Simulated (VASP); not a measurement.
# Ag (Fm-3m) in VASP: further runs, part 2 of 3

VASP 6.6.1.

**3. Single point, r2SCAN**

File POSCAR:

```
Ag
1.0
    0.0000000000      2.0519023311      2.0519023311
    2.0519023311      0.0000000000      2.0519023311
    2.0519023311      2.0519023311      0.0000000000
Ag
1
Direct
    0.0000000000      0.0000000000      0.0000000000
```

File INCAR.step1:

```
ALGO = Normal
EDIFF = 1E-4
ENCUT = 520
GGA = PE
ISMEAR = -1
LASPH = True
LCHARG = False
LREAL = False
LWAVE = True
NBANDS = 12
NELM = 80
PREC = Accurate
SIGMA = 0.1
```

File INCAR.step2:

```
ALGO = Normal
EDIFF = 1E-7
ENCUT = 520
ISIF = 2
ISMEAR = -1
ISTART = 1
LASPH = True
LCHARG = False
LMIXTAU = True
LREAL = False
LWAVE = False
METAGGA = R2SCAN
NBANDS = 12
NELM = 80
PREC = Accurate
SIGMA = 0.1
```

File KPOINTS:

```
k-points
0
Gamma
  3 3 3
```

Potentials or basis: VASP PAW PBE potentials, release 64 (Ag).

On the command line:

```console
cat potpaw_PBE.64/Ag/POTCAR > POTCAR
cp INCAR.step1 INCAR
mpirun -np 1 vasp_std > vasp.out
cp INCAR.step2 INCAR
mpirun -np 1 vasp_std > vasp.out
```

OUTCAR:

```text
EDIFF = 1E-7
   ENCUT = 520
   ISIF = 2
   ISMEAR = -1
   ISTART = 1
   LASPH = True
   LREAL = False
   METAGGA = R2SCAN
   NELM = 80
   PREC = Accurate

 ion  position               nearest neighbor table
   1  0.000  0.000  0.000-

  LATTYP: Found a face centered cubic cell.
 ALAT       =     4.1038046622

  Lattice vectors:

 A1 = (   0.0000000000,   2.0519023311,   2.0519023311)
 A2 = (   2.0519023311,   0.0000000000,   2.0519023311)
 A3 = (   2.0519023311,   2.0519023311,   0.0000000000)

Analysis of symmetry for initial positions (statically):
=====================================================================
 Subroutine PRICEL returns:
 Original cell was already a primitive cell.

 Routine SETGRP: Setting up the symmetry group for a
 face centered cubic supercell.

 Subroutine GETGRP returns: Found 48 space group operations
 (whereof 48 operations were pure point group operations)
 out of a pool of 48 trial point group operations.

The static configuration has the point symmetry O_h .

Analysis of symmetry for dynamics (positions and initial velocities):
=====================================================================
 Subroutine PRICEL returns:
 Original cell was already a primitive cell.

 Routine SETGRP: Setting up the symmetry group for a
 face centered cubic supercell.

 Subroutine GETGRP returns: Found 48 space group operations
 (whereof 48 operations were pure point group operations)
 out of a pool of 48 trial point group operations.

The dynamic configuration has the point symmetry O_h .

 Subroutine INISYM returns: Found 48 space group operations
 (whereof 48 operations are pure point group operations),
 and found     1 'primitive' translations

----------------------------------------------------------------------------------------

                                     Primitive cell

  volume of cell :      17.2783

  direct lattice vectors                    reciprocal lattice vectors
     0.000000000  2.051902331  2.051902331    -0.243676316  0.243676316  0.243676316
     2.051902331  0.000000000  2.051902331     0.243676316 -0.243676316  0.243676316
     2.051902331  2.051902331  0.000000000     0.243676316  0.243676316 -0.243676316

  length of vectors
     2.901828105  2.901828105  2.901828105     0.422059759  0.422059759  0.422059759

  position of ions in fractional coordinates (direct lattice)
     0.000000000  0.000000000  0.000000000

  ion indices of the primitive-cell ions
   primitive index   ion index
                 1           1

----------------------------------------------------------------------------------------

 KPOINTS: k-points

Automatic generation of k-mesh.
 Grid dimensions read from file:
 generate k-points for:    3    3    3

 Generating k-lattice:

  Cartesian coordinates                     Fractional coordinates (reciprocal lattice)
    -0.081225439  0.081225439  0.081225439     0.333333333  0.000000000  0.000000000
     0.081225439 -0.081225439  0.081225439     0.000000000  0.333333333  0.000000000
     0.081225439  0.081225439 -0.081225439     0.000000000  0.000000000  0.333333333

  Length of vectors
     0.140686586  0.140686586  0.140686586

  Shift w.r.t. Gamma in fractional coordinates (k-lattice)
     0.000000000  0.000000000  0.000000000

 Subroutine IBZKPT returns following result:
 ===========================================

 Found      4 irreducible k-points:

 Following reciprocal coordinates:
            Coordinates               Weight
  0.000000  0.000000  0.000000      1.000000
  0.333333  0.000000  0.000000      8.000000
  0.333333  0.333333  0.000000      6.000000
 -0.333333  0.333333  0.000000     12.000000
   k-points           NKPTS =      4   k-points in BZ     NKDIM =      4   number of bands    NBANDS=     12
   number of dos      NEDOS =    301   number of ions     NIONS =      1
   total plane-waves  NPLWV =  13824
   dimension x,y,z NGX =    24 NGY =   24 NGZ =   24
   dimension x,y,z NGXF=    48 NGYF=   48 NGZF=   48
   ions per type =               1
   NGX,Y,Z   is equivalent  to a cutoff of  13.75, 13.75, 13.75 a.u.
   NGXF,Y,Z  is equivalent  to a cutoff of  27.50, 27.50, 27.50 a.u.
 SYSTEM =  unknown system
   PREC   = accura    normal or accurate (medium, high low for compatibility)
   ISTART =      1    job   : 0-new  1-cont  2-samecut
   ICHARG =      0    charge: 1-file 2-atom 10-const
   ISPIN  =      1    spin polarized calculation?
   LNONCOLLINEAR =      F non collinear calculations
   LSORBIT =      F    spin-orbit coupling
   LASPH  =      T    aspherical Exc in radial PAW
   ENCUT  =  520.0 eV  38.22 Ry    6.18 a.u.   5.40  5.40  5.40*2*pi/ulx,y,z
   NELM   =     80;   NELMIN=  2; NELMDL=  0     # of ELM steps
   EDIFF  = 0.1E-06   stopping-criterion for ELM
   LREAL  =      F    real-space projection
   EDIFFG = 0.1E-05   stopping-criterion for IOM
   NSW    =      0    number of steps for IOM
   IBRION =     -1    ionic relax: 0-MD 1-quasi-New 2-CG
   NFREE  =      0    steps in history (QN), initial steepest desc. (CG)
   ISIF   =      2    stress and relaxation
   ISYM   =      2    0-nonsym 1-usesym 2-fastsym
   POTIM  = 0.5000    time-step for ionic-motion
   TEBEG  =    0.0;   TEEND  =   0.0 temperature during run
   PSTRESS=    0.0 pullay stress
   NELECT =      11.0000    total number of electrons
   NUPDOWN=      -1.0000    fix difference up-down
   EMIN   =  10.00;   EMAX   =-10.00  energy-range for DOS
   EFERMI =   0.00;   METHOD = LEGACY
   ISMEAR =    -1;   SIGMA  =   0.10  broadening in eV -4-tet -1-fermi 0-gaus
   EFERMI_NEDOS =   21; number of points for ismear=-14 and -15
   IALGO  =     38    algorithm
   IMIX   =      4    mixing-type and parameters
     AMIX     =   0.40;   BMIX     =  1.00
     AMIX_MAG =   1.60;   BMIX_MAG =  1.00
  volume/ion in A,a.u.               =      17.28       116.60
  Fermi-wavevector in a.u.,A,eV,Ry     =   1.408334  2.661366 26.985864  1.983405
  Thomas-Fermi vector in A             =   2.530502
   LORBIT       =      0    0 simple, 1 ext, 2 COOP (PROOUT), +10 PAW based schemes
   METAGGA = R2SCAN    functional components
   LHFCALC =     F    Hartree Fock is set to
   AEXX    =    0.0000 exact exchange contribution
   IVDW    =     0    specifies the selected vdW correction
   LEPSILON=     F    determine dielectric tensor
   LRPA    =     F    only Hartree local field effects (RPA)
 non-spin polarized calculation
  energy-cutoff  :      520.00
  volume of cell :       17.28
 maximum number of plane-waves:       472
 NGX is ok and might be reduce to    24
   NGX = 11   NGY = 11   NGZ = 11

 number of electron      10.9999999 magnetization

 Free energy of the ion-electron system (eV)
  ---------------------------------------------------
  ext. energy  EPLUGINS =         0.00000000
  ---------------------------------------------------
  free energy    TOTEN  =       -21.70752363 eV

  energy without entropy =      -21.68252703  energy(sigma->0) =      -21.69502533

 E-fermi :   6.1341     XC(G=0): -12.8862

 val. band max:        6.0242407826   @ k =   0.3333   0.3333   0.0000
 cond. band min:      11.4810307901   @ k =  -0.3333   0.3333   0.0000
 fundamental gap:      5.4567900075
 Fermi energy:         6.1341055155

 k-point     1 :       0.0000    0.0000    0.0000
  band No.  band energies     occupation
      1       0.3791      2.00000
      2       3.1490      2.00000
      3       3.1490      2.00000
      4       3.1490      2.00000
      5       4.1683      2.00000
      6       4.1683      2.00000
      7      24.8523      0.00000
      8      28.5210      0.00000
      9      28.5210      0.00000
     10      28.5210      0.00000
     11      33.4523      0.00000
     12      34.4048      0.00000

 k-point     2 :       0.3333    0.0000    0.0000
  band No.  band energies     occupation
      1       1.7417      2.00000
      2       3.2564      2.00000
      3       3.2564      2.00000
      4       4.5940      2.00000
      5       4.5940      2.00000
      6       4.8581      1.99999
      7      16.4183      0.00000
      8      24.8370      0.00000
      9      27.7545      0.00000
     10      27.7545      0.00000
     11      31.7765      0.00000
     12      31.7765      0.00000

 k-point     3 :       0.3333    0.3333    0.0000
  band No.  band energies     occupation
      1       1.9542      2.00000
      2       1.9918      2.00000
      3       4.5526      2.00000
      4       4.5526      2.00000
      5       4.7301      2.00000
      6       6.0242      1.50001
      7      20.8255      0.00000
      8      21.2658      0.00000
      9      21.2658      0.00000
     10      25.5661      0.00000
     11      26.0169      0.00000
     12      39.0104      0.00000

 k-point     4 :      -0.3333    0.3333    0.0000
  band No.  band energies     occupation
      1       2.1978      2.00000
      2       2.8075      2.00000
      3       3.4038      2.00000
      4       4.1309      2.00000
      5       4.6943      2.00000
      6      11.4810      0.00000
      7      14.2188      0.00000
      8      15.9746      0.00000
      9      22.9155      0.00000
     10      25.4517      0.00000
     11      35.5534      0.00000
     12      35.6845      0.00000

------------------------ aborting loop because EDIFF is reached ----------------------------------------

  FORCE on cell =-STRESS in cart. coord.  units (eV):
  Direction    XX          YY          ZZ          XY          YZ          ZX
  --------------------------------------------------------------------------------------
  -------------------------------------------------------------------------------------
  Total       -0.3449207     -0.3449207     -0.3449207     -0.0000000     -0.0000000      0.0000000
  in kB      -31.9837835    -31.9837835    -31.9837835     -0.0000000     -0.0000000      0.0000000
  external PRESSURE =     -31.9837835 kB  Pullay stress =       0.0000000 kB

 VOLUME and BASIS-vectors are now :
 -----------------------------------------------------------------------------
  energy-cutoff  :      520.00
  volume of cell :       17.28
      direct lattice vectors                 reciprocal lattice vectors
     0.000000000  2.051902331  2.051902331    -0.243676316  0.243676316  0.243676316
     2.051902331  0.000000000  2.051902331     0.243676316 -0.243676316  0.243676316
     2.051902331  2.051902331  0.000000000     0.243676316  0.243676316 -0.243676316

 POSITION                                       TOTAL-FORCE (eV/Angst)
 -----------------------------------------------------------------------------------
      0.00000      0.00000      0.00000         0.000000      0.000000      0.000000
 -----------------------------------------------------------------------------------
    total drift:                                0.000000      0.000000     -0.000000

  FREE ENERGIE OF THE ION-ELECTRON SYSTEM (eV)
  ---------------------------------------------------
  free  energy   TOTEN  =       -21.7075236322 eV

  energy  without entropy=      -21.6825270328  energy(sigma->0) =      -21.69502533
```

OUTCAR.step1:

```text
EDIFF = 1E-4
   ENCUT = 520
   GGA = PE
   ISMEAR = -1
   LASPH = True
[... 252 lines left out ...]

 POSITION                                       TOTAL-FORCE (eV/Angst)
 -----------------------------------------------------------------------------------
      0.00000      0.00000      0.00000         0.000000      0.000000      0.000000
 -----------------------------------------------------------------------------------
    total drift:                               -0.000000      0.000000      0.000000

  FREE ENERGIE OF THE ION-ELECTRON SYSTEM (eV)
  ---------------------------------------------------
  free  energy   TOTEN  =        -3.0515773383 eV

  energy  without entropy=       -3.0265647859  energy(sigma->0) =       -3.03907106
```

It took 14 s on 1 thread of Intel Xeon 8259CL, shared host; peak memory 0.14 GiB.

What came out:

```yaml
Free_energy: -21.7075 eV
Pressure: -3.2 GPa
```

Levels at points of the mesh, in eV from the Fermi level:
| k point | band 4 | band 5 | band 6 | band 7 | band 8 | band 9 |
| --- | --- | --- | --- | --- | --- | --- |
| (0.00, 0.00, 0.00) | -2.99 | -1.97 | -1.97 | 18.72 | 22.39 | 22.39 |

Caveat: the k points lie up to 0.88 Å⁻¹ apart; the PAW data sets were made with another functional, which shifts forces and pressure a little.

(Continued in part 3 of 3.)
